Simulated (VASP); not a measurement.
# Si2N (R-3m) in VASP: notebook

Runs on Si2N. Level: PBE. Tasks: single point, relaxation of cell and atoms.

Program: VASP 6.6.1. These are calculated values, not measurements. Logs are shortened: lines on timing, memory, paths and dates and some standing lists are left out, and cuts for length are marked.

## 1. The cell of the first run

Symmetry: R-3m, No. 166, trigonal system. The conventional cell has a = 2.722 Å, b = 2.722 Å, c = 16.306 Å, α = 90.00°, β = 90.00°, γ = 120.00°. Within 2.7 Å of Si (site symmetry 3m) lie 3 N at 2.06 Å. Within 2.7 Å of N (site symmetry -3m) lie 6 Si at 2.06 Å.

## 2. Single point, PBE

Input file INCAR:

```
ALGO = Normal
EDIFF = 1E-6
ENCUT = 520
GGA = PE
ISIF = 2
ISMEAR = 0
LASPH = True
LCHARG = False
LREAL = False
LWAVE = False
NBANDS = 14
NELM = 60
PREC = Accurate
SIGMA = 0.1
```

Input file KPOINTS:

```
k-points
0
Gamma
  6 6 6
```

Input file POSCAR:

```
Si2N
1.0
    1.3607869615      0.7856507185      5.4351920613
   -1.3607869615      0.7856507185      5.4351920613
    0.0000000000     -1.5713014370      5.4351920613
Si N
2 1
Direct
    0.5847561088      0.5847561088      0.5847561088
    0.4152438912      0.4152438912      0.4152438912
    0.0000000000      0.0000000000      0.0000000000
```

Potentials or basis: VASP PAW PBE potentials, release 64 (Si, N).

Run with:

```
$ cat potpaw_PBE.64/Si/POTCAR potpaw_PBE.64/N/POTCAR > POTCAR
$ mpirun -np 1 vasp_std > vasp.out
```

OUTCAR:

```text
EDIFF = 1E-6
   ENCUT = 520
   GGA = PE
   ISIF = 2
   ISMEAR = 0
   LASPH = True
   LREAL = False
   NELM = 60
   PREC = Accurate

 ion  position               nearest neighbor table
   1  0.585  0.585  0.585-   3 2.06   3 2.06   3 2.06   2 2.76   2 3.10   2 3.10   2 3.10
   2  0.415  0.415  0.415-   3 2.06   3 2.06   3 2.06   1 2.76   1 3.10   1 3.10   1 3.10
   3  0.000  0.000  0.000-   1 2.06   2 2.06   1 2.06   1 2.06   2 2.06   2 2.06

  LATTYP: Found a trigonal (rhomboedric) cell.
 ALAT       =     5.6577646601
 COS(alpha) =     0.8843034211

  Lattice vectors:

 A1 = (   1.3607869615,   0.7856507185,   5.4351920613)
 A2 = (  -1.3607869615,   0.7856507185,   5.4351920613)
 A3 = (   0.0000000000,  -1.5713014370,   5.4351920613)

Analysis of symmetry for initial positions (statically):
=====================================================================
 Subroutine PRICEL returns:
 Original cell was already a primitive cell.

 Routine SETGRP: Setting up the symmetry group for a
 trigonal (rhombohedral) supercell.

 Subroutine GETGRP returns: Found 12 space group operations
 (whereof 12 operations were pure point group operations)
 out of a pool of 12 trial point group operations.

The static configuration has the point symmetry D_3d.

Analysis of symmetry for dynamics (positions and initial velocities):
=====================================================================
 Subroutine PRICEL returns:
 Original cell was already a primitive cell.

 Routine SETGRP: Setting up the symmetry group for a
 trigonal (rhombohedral) supercell.

 Subroutine GETGRP returns: Found 12 space group operations
 (whereof 12 operations were pure point group operations)
 out of a pool of 12 trial point group operations.

The dynamic configuration has the point symmetry D_3d.

 Subroutine INISYM returns: Found 12 space group operations
 (whereof 12 operations are pure point group operations),
 and found     1 'primitive' translations

----------------------------------------------------------------------------------------

                                     Primitive cell

  volume of cell :      34.8647

  direct lattice vectors                    reciprocal lattice vectors
     1.360786961  0.785650719  5.435192061     0.367434444  0.212138375  0.061328713
    -1.360786961  0.785650719  5.435192061    -0.367434444  0.212138375  0.061328713
     0.000000000 -1.571301437  5.435192061     0.000000000 -0.424276750  0.061328713

  length of vectors
     5.657764660  5.657764660  5.657764660     0.428686332  0.428686332  0.428686332

  position of ions in fractional coordinates (direct lattice)
     0.584756109  0.584756109  0.584756109
     0.415243891  0.415243891  0.415243891
     0.000000000  0.000000000  0.000000000

  ion indices of the primitive-cell ions
   primitive index   ion index
                 1           1
                 2           2
                 3           3

----------------------------------------------------------------------------------------

 KPOINTS: k-points

Automatic generation of k-mesh.
 Grid dimensions read from file:
 generate k-points for:    6    6    6

 Generating k-lattice:

  Cartesian coordinates                     Fractional coordinates (reciprocal lattice)
     0.061239074  0.035356396  0.010221452     0.166666667  0.000000000  0.000000000
    -0.061239074  0.035356396  0.010221452     0.000000000  0.166666667  0.000000000
     0.000000000 -0.070712792  0.010221452     0.000000000  0.000000000  0.166666667

  Length of vectors
     0.071447722  0.071447722  0.071447722

  Shift w.r.t. Gamma in fractional coordinates (k-lattice)
     0.000000000  0.000000000  0.000000000

 Subroutine IBZKPT returns following result:
 ===========================================

 Found     32 irreducible k-points:

 Following reciprocal coordinates:
            Coordinates               Weight
  0.000000  0.000000  0.000000      1.000000
  0.166667 -0.000000 -0.000000      6.000000
  0.333333  0.000000 -0.000000      6.000000
  0.500000 -0.000000 -0.000000      3.000000
  0.166667  0.166667 -0.000000      6.000000
  0.333333  0.166667 -0.000000     12.000000
[... 16 lines left out ...]
  0.500000  0.500000  0.166667      6.000000
 -0.333333  0.500000  0.166667     12.000000
 [... further k-points ...]
   k-points           NKPTS =     32   k-points in BZ     NKDIM =     32   number of bands    NBANDS=     14
   number of dos      NEDOS =    301   number of ions     NIONS =      3
   total plane-waves  NPLWV =  74088
   dimension x,y,z NGX =    42 NGY =   42 NGZ =   42
   dimension x,y,z NGXF=    84 NGYF=   84 NGZF=   84
   ions per type =               2   1
   NGX,Y,Z   is equivalent  to a cutoff of  12.34, 12.34, 12.34 a.u.
   NGXF,Y,Z  is equivalent  to a cutoff of  24.68, 24.68, 24.68 a.u.
 SYSTEM =  unknown system
   PREC   = accura    normal or accurate (medium, high low for compatibility)
   ISTART =      0    job   : 0-new  1-cont  2-samecut
   ICHARG =      2    charge: 1-file 2-atom 10-const
   ISPIN  =      1    spin polarized calculation?
   LNONCOLLINEAR =      F non collinear calculations
   LSORBIT =      F    spin-orbit coupling
   LASPH  =      T    aspherical Exc in radial PAW
   ENCUT  =  520.0 eV  38.22 Ry    6.18 a.u.  10.52 10.52 10.52*2*pi/ulx,y,z
   NELM   =     60;   NELMIN=  2; NELMDL= -5     # of ELM steps
   EDIFF  = 0.1E-05   stopping-criterion for ELM
   LREAL  =      F    real-space projection
[... 7 lines left out ...]
   TEBEG  =    0.0;   TEEND  =   0.0 temperature during run
   PSTRESS=    0.0 pullay stress
   NELECT =      13.0000    total number of electrons
   NUPDOWN=      -1.0000    fix difference up-down
   EMIN   =  10.00;   EMAX   =-10.00  energy-range for DOS
   EFERMI =   0.00;   METHOD = LEGACY
   ISMEAR =     0;   SIGMA  =   0.10  broadening in eV -4-tet -1-fermi 0-gaus
   EFERMI_NEDOS =   21; number of points for ismear=-14 and -15
   IALGO  =     38    algorithm
   IMIX   =      4    mixing-type and parameters
     AMIX     =   0.40;   BMIX     =  1.00
     AMIX_MAG =   1.60;   BMIX_MAG =  1.00
  volume/ion in A,a.u.               =      11.62        78.43
  Fermi-wavevector in a.u.,A,eV,Ry     =   1.178313  2.226689 18.890623  1.388422
  Thomas-Fermi vector in A             =   2.314644
   LORBIT       =      0    0 simple, 1 ext, 2 COOP (PROOUT), +10 PAW based schemes
   GGA     = PE    functional components
   LHFCALC =     F    Hartree Fock is set to
   AEXX    =    0.0000 exact exchange contribution
   IVDW    =     0    specifies the selected vdW correction
   LEPSILON=     F    determine dielectric tensor
   LRPA    =     F    only Hartree local field effects (RPA)
 non-spin polarized calculation
 Gauss-broadening in eV      SIGMA  =   0.10
  energy-cutoff  :      520.00
  volume of cell :       34.86
 maximum number of plane-waves:       948
   NGX = 21   NGY = 21   NGZ = 21

 number of electron      13.0000000 magnetization

 Free energy of the ion-electron system (eV)
  ---------------------------------------------------
  ext. energy  EPLUGINS =         0.00000000
  ---------------------------------------------------
  free energy    TOTEN  =       -17.80043946 eV

  energy without entropy =      -17.79079466  energy(sigma->0) =      -17.79561706

 E-fermi :  10.0137     XC(G=0): -11.4484

 val. band max:        9.9778147936   @ k =   0.5000   0.1667   0.1667
 cond. band min:      10.0233998539   @ k =   0.5000   0.3333  -0.0000
 fundamental gap:      0.0455850602
 Fermi energy:        10.0136796505

 k-point     1 :       0.0000    0.0000    0.0000
  band No.  band energies     occupation
      1      -9.6194      2.00000
      2      -2.2064      2.00000
      3       0.1476      2.00000
      4       7.7709      2.00000
      5       7.7709      2.00000
      6       9.1365      2.00000
      7      12.0917      0.00000
      8      16.9442      0.00000
      9      18.6599      0.00000
     10      18.6599      0.00000
     11      19.5697      0.00000
     12      20.1453      0.00000
     13      20.1453      0.00000
     14      21.4376      0.00000

 k-point     2 :       0.1667   -0.0000   -0.0000
  band No.  band energies     occupation
      1      -9.0622      2.00000
      2      -1.6047      2.00000
      3       0.8310      2.00000
      4       5.4246      2.00000
      5       7.2216      2.00000
      6       9.1995      2.00000
      7      12.8893      0.00000
      8      14.9700      0.00000
      9      16.1742      0.00000
     10      17.4904      0.00000
     11      18.0463      0.00000
     12      19.1319      0.00000
     13      19.1415      0.00000
     14      21.0581      0.00000

 k-point     3 :       0.3333    0.0000   -0.0000
  band No.  band energies     occupation
      1      -7.5607      2.00000
      2       0.0811      2.00000
      3       1.0814      2.00000
      4       3.5860      2.00000
      5       6.3231      2.00000
      6       8.0153      2.00000
      7      10.3891      0.00000
      8      12.2973      0.00000
      9      14.9107      0.00000
     10      15.6240      0.00000
     11      16.9834      0.00000
     12      17.5533      0.00000
     13      19.0473      0.00000
     14      20.3651      0.00000

 k-point     4 :       0.5000   -0.0000   -0.0000
  band No.  band energies     occupation
      1      -6.3280      2.00000
      2      -0.8926      2.00000
      3       1.9551      2.00000
      4       5.2804      2.00000
      5       5.9412      2.00000
      6       6.3403      2.00000
      7       7.5190      2.00000
      8      11.9416      0.00000
      9      13.6507      0.00000
     10      14.9906      0.00000
     11      17.0098      0.00000
     12      18.2787      0.00000
     13      18.8667      0.00000
     14      19.0770      0.00000

 k-point     5 :       0.1667    0.1667   -0.0000
  band No.  band energies     occupation
      1      -9.0577      2.00000
      2      -1.7324      2.00000
      3       1.0577      2.00000
      4       5.4325      2.00000
      5       7.2182      2.00000
      6       8.8191      2.00000
      7      13.4165      0.00000
      8      14.6267      0.00000
      9      16.2465      0.00000
     10      17.5698      0.00000
     11      17.8888      0.00000
[... 276 lines left out ...]
 k-point    22 :      -0.1667    0.3333    0.1667
  band No.  band energies     occupation
      1      -6.4569      2.00000
      2       0.0994      2.00000
      3       1.7007      2.00000
      4       3.8140      2.00000
      5       5.1263      2.00000
      6       6.6165      2.00000
      7       9.9375      1.71875
      8      11.9657      0.00000
      9      12.9842      0.00000
     10      14.1175      0.00000
     11      15.0611      0.00000
     12      18.7804      0.00000
     13      18.9969      0.00000
     14      20.5957      0.00000

 k-point    23 :       0.5000    0.5000    0.1667
  band No.  band energies     occupation
      1      -7.5326      2.00000
      2      -0.5073      2.00000
      3       1.2382      2.00000
      4       5.1403      2.00000
      5       6.3119      2.00000
      6       7.0350      2.00000
      7      10.1393      0.07558
      8      12.0857      0.00000
      9      14.0251      0.00000
     10      16.3523      0.00000
     11      16.4988      0.00000
     12      17.5554      0.00000
     13      19.5247      0.00000
     14      20.0614      0.00000

 k-point    24 :      -0.3333    0.5000    0.1667
  band No.  band energies     occupation
      1      -6.4406      2.00000
      2       0.1704      2.00000
      3       1.2035      2.00000
      4       3.8262      2.00000
      5       5.4064      2.00000
      6       8.4551      2.00000
      7       9.5361      2.00000
      8      10.4798      0.00000
      9      12.4546      0.00000
     10      13.2020      0.00000
     11      15.1791      0.00000
     12      18.7180      0.00000
     13      20.3894      0.00000
     14      21.4980      0.00000

 [... further k-points ...]
[... 5 lines left out ...]
  --------------------------------------------------------------------------------------
  -------------------------------------------------------------------------------------
  Total        0.0003558      0.0003558     -0.0199112      0.0000000     -0.0000000      0.0000000
  in kB        0.0163519      0.0163519     -0.9150005      0.0000000     -0.0000000      0.0000000
  external PRESSURE =      -0.2940989 kB  Pullay stress =       0.0000000 kB

 VOLUME and BASIS-vectors are now :
 -----------------------------------------------------------------------------
  energy-cutoff  :      520.00
  volume of cell :       34.86
      direct lattice vectors                 reciprocal lattice vectors
     1.360786961  0.785650719  5.435192061     0.367434444  0.212138375  0.061328713
    -1.360786961  0.785650719  5.435192061    -0.367434444  0.212138375  0.061328713
     0.000000000 -1.571301437  5.435192061     0.000000000 -0.424276750  0.061328713

 POSITION                                       TOTAL-FORCE (eV/Angst)
 -----------------------------------------------------------------------------------
      0.00000      0.00000      9.53479        -0.000000      0.000000      0.006746
      0.00000      0.00000      6.77079        -0.000000     -0.000000     -0.006746
      0.00000      0.00000      0.00000         0.000000      0.000000     -0.000000
 -----------------------------------------------------------------------------------
    total drift:                               -0.000000     -0.000000     -0.000000

  FREE ENERGIE OF THE ION-ELECTRON SYSTEM (eV)
  ---------------------------------------------------
  free  energy   TOTEN  =       -17.8004394611 eV

  energy  without entropy=      -17.7907946586  energy(sigma->0) =      -17.79561706
```

Wall time 89 s (1 thread of AMD EPYC 7R13, shared host); peak memory 0.21 GiB.

What came out:

```yaml
Free_energy: -17.8004 eV
Pressure: 0.0 GPa
Largest_force: 0.007 eV/Å
```

Forces in eV/Å, atoms in the order of the input:
```
Si   0.000  0.000  0.007
Si   0.000  0.000 -0.007
N    0.000  0.000  0.000
```

Levels at points of the mesh, in eV from the Fermi level:
```csv
k point,band 2,band 3,band 4,band 5,band 6,band 7,band 8,band 9,band 10,band 11
"(0.00, 0.00, 0.00)",-12.22,-9.87,-2.24,-2.24,-0.88,2.08,6.93,8.65,8.65,9.56
"(0.50, 0.00, 0.00)",-10.91,-8.06,-4.73,-4.07,-3.67,-2.49,1.93,3.64,4.98,7.00
"(0.50, 0.50, 0.00)",-10.80,-8.22,-6.00,-4.09,-1.84,-1.31,1.40,2.16,5.03,6.02
"(0.50, 0.50, 0.50)",-13.26,-6.21,-5.69,-2.24,-2.24,4.82,6.20,8.22,8.22,11.22
```

Caveat: the k points lie up to 0.45 Å⁻¹ apart.

## 3. Single point, PBE

This run uses another cell than the first one, of 13.84 Å³/atom, 1.191 times its volume.

Input file INCAR:

```
SYSTEM = Si2N
PREC = Accurate
ENCUT = 520
EDIFF = 1E-7
ISMEAR = 0
SIGMA = 0.1
LREAL = .False.
LASPH = .True.
NELM = 100
ALGO = Normal
ISIF = 2
LWAVE = .False.
LCHARG = .False.
GGA = PE
NBANDS = 14
```

Input file KPOINTS:

```
Automatic mesh
0
Gamma
  6 6 6
  0 0 0
```

Input file POSCAR:

```
Si2N
1.0
    1.4782176200      0.8534493400      5.4835899600
   -1.4782176200      0.8534493400      5.4835899600
    0.0000000000     -1.7068986800      5.4835899600
Si N
2 1
Direct
    0.6026623800      0.6026623800      0.6026623800
    0.3973376200      0.3973376200      0.3973376200
    0.0000000000      0.0000000000      0.0000000000
```

Potentials or basis: VASP PAW PBE potentials, release 64 (Si, N).

Run with:

```
$ cat potpaw_PBE.64/Si/POTCAR potpaw_PBE.64/N/POTCAR > POTCAR
$ mpirun -np 1 vasp_std > vasp.out
```

It took 3.7 min on 1 thread of AMD EPYC 7R13, shared host; peak memory 0.26 GiB.

It converged, with:

```yaml
Free_energy: -16.1803 eV
Pressure: 14.1 GPa
Largest_force: 3.980 eV/Å
```

Forces on the atoms (eV/Å):
```
Si   0.000  0.000 -3.980
Si   0.000  0.000  3.980
N    0.000  0.000  0.000
```

Stress tensor (GPa, compression positive):
```
 5.28  0.00  0.00
 0.00  5.28  0.00
 0.00  0.00 31.88
```

Levels at points of the mesh, in eV from the Fermi level:
```
           k point  band 3  band 4  band 5  band 6  band 7  band 8  band 9  band 10
(0.00, 0.00, 0.00)   -7.15   -5.70   -5.70   -0.57   -0.55    3.74    3.74     6.96
(0.50, 0.00, 0.00)   -8.23   -7.36   -4.28   -2.42   -2.23    1.02    2.48     4.06
(0.50, 0.50, 0.00)   -8.27   -7.36   -5.14   -1.98   -0.21    1.04    1.20     4.49
(0.50, 0.50, 0.50)   -5.70   -5.70   -5.14   -3.50    0.24    3.68    3.68     5.98
```

Caveat: the k points lie up to 0.41 Å⁻¹ apart; forces of over 1 eV/Å act on the atoms, so gaps and moduli don't describe the material at rest.

## 4. Relaxation of cell and atoms, PBE

This run uses another cell than the first one, of 13.84 Å³/atom, 1.191 times its volume.

Input file INCAR:

```
PREC = Accurate
ENCUT = 600
EDIFF = 1E-6
ISMEAR = 0
SIGMA = 0.1
LREAL = False
LASPH = True
NELM = 80
ALGO = Normal
ISIF = 3
LWAVE = False
LCHARG = False
GGA = PE
IBRION = 2
NSW = 90
EDIFFG = -0.04
```

Input file KPOINTS:

```
regular mesh
0
Gamma
  6 6 6
```

POSCAR is that of step 3.

Run with:

```
$ cat potpaw_PBE.64/Si/POTCAR potpaw_PBE.64/N/POTCAR > POTCAR
$ mpirun -np 1 vasp_std > vasp.out
```

Wall time 27 min (1 thread of AMD EPYC 7R13, shared host); peak memory 0.32 GiB.

Results (log left out):

```yaml
Free_energy: -17.8083 eV
Relaxed_volume: 11.61 Å³/atom
Relaxed_cell: a = 5.655 Å, b = 5.655 Å, c = 5.655 Å, α = 27.84°, β = 27.84°, γ = 27.84°
Space_group_after_relaxing_to_0.05_Å: R-3m (No. 166)
Energy_gained_by_relaxing: 541.9 meV/atom
Ionic_steps: 18
Pressure_after_relaxing: 0.0 GPa
Largest_force_after_relaxing: 0.021 eV/Å
```

Forces in eV/Å, atoms in the order of the input:
```
Si   0.000  0.000  0.021
Si   0.000  0.000 -0.021
N    0.000  0.000  0.000
```

Stress tensor (GPa, compression positive):
```
 0.02  0.00  0.00
 0.00  0.02  0.00
 0.00  0.00 -0.17
```

Step by step:
| step | energy change (eV) | largest force (eV/Å) | pressure (GPa) | volume (Å³) |
| --- | --- | --- | --- | --- |
| 1 | 0.0000 | 3.9792 | 14.11 | 41.51 |
| 2 | -0.8058 | 1.3792 | -16.55 | 49.09 |
| 3 | -1.0253 | 0.2307 | -10.97 | 46.82 |
| 4 | -1.0275 | 0.4647 | -10.07 | 46.53 |
| 5 | -1.3177 | 1.3798 | -10.57 | 42.29 |
| 6 | -1.3300 | 1.0799 | -10.70 | 42.97 |
| 7 | -1.4722 | 0.9002 | 6.01 | 36.30 |
| 8 | -1.5132 | 0.1806 | -0.58 | 38.25 |
| 9 | -1.5314 | 0.4733 | -0.54 | 38.08 |
| 10 | -1.5362 | 0.7107 | -0.42 | 37.93 |
| 11 | -1.5459 | 0.6496 | -0.98 | 37.84 |
| 12 | -1.5697 | 0.4649 | -2.42 | 37.54 |
| 13 | -1.5890 | 0.0806 | -4.57 | 36.93 |
| 14 | -1.6108 | 0.0589 | -3.19 | 35.94 |
| 15 | -1.6171 | 0.2032 | -1.88 | 35.17 |
| 16 | -1.6228 | 0.0325 | -0.80 | 35.00 |
| 17 | -1.6244 | 0.1108 | 0.17 | 34.85 |
| 18 | -1.6258 | 0.0206 | -0.04 | 34.83 |

Final structure:
```
CELL_PARAMETERS angstrom
1.36048 0.78547 5.43213
-1.36048 0.78547 5.43213
0.00000 -1.57094 5.43213
ATOMIC_POSITIONS crystal
Si 0.58469 0.58469 0.58469
Si 0.41531 0.41531 0.41531
N 0.00000 0.00000 0.00000
```

Levels at points of the mesh, in eV from the Fermi level:
| k point | band 4 | band 5 | band 6 | band 7 | band 8 | band 9 |
| --- | --- | --- | --- | --- | --- | --- |
| (0.00, 0.00, 0.00) | -2.23 | -2.23 | -0.87 | 2.08 | 6.94 | 8.66 |
| (0.50, 0.00, 0.00) | -4.73 | -4.07 | -3.68 | -2.49 | 1.93 | 3.65 |
| (0.50, 0.50, 0.00) | -6.00 | -4.08 | -1.84 | -1.31 | 1.41 | 2.17 |
| (0.50, 0.50, 0.50) | -5.70 | -2.24 | -2.24 | 4.84 | 6.21 | 8.23 |

Caveat: the k points lie up to 0.45 Å⁻¹ apart in the final cell; the volume moved by over 15 % at a fixed basis, so the end points are rough.

## 5. Summary

| task | cell | cutoff (eV) | gap on the mesh (eV) | pressure (GPa) | largest force (eV/Å) |
| --- | --- | --- | --- | --- | --- |
| single point | a = 5.658 Å, angles 27.8°, 3 atoms | 520 | none | 0.0 | 0.01 |
| single point | a = 5.743 Å, angles 29.8°, 3 atoms | 520 | none | 14.1 | 3.98 |
| relaxation of cell and atoms | relaxed from a = 5.743 Å, angles 29.8°, 3 atoms | 600 | none | 0.0 | 0.02 |

Alike in all rows: level PBE; potentials or basis VASP PAW PBE potentials, release 64 (Si, N); no spin polarisation; k mesh 6 × 6 × 6; smearing gaussian 0.1 eV.

Caveats: all runs use coarse meshes; forces of over 1 eV/Å act on the atoms, so gaps and moduli don't describe the material at rest (some runs); the volume moved by over 15 % at a fixed basis, so the end points are rough (some runs).

Absolute energies hang on the potentials; compare differences alone.
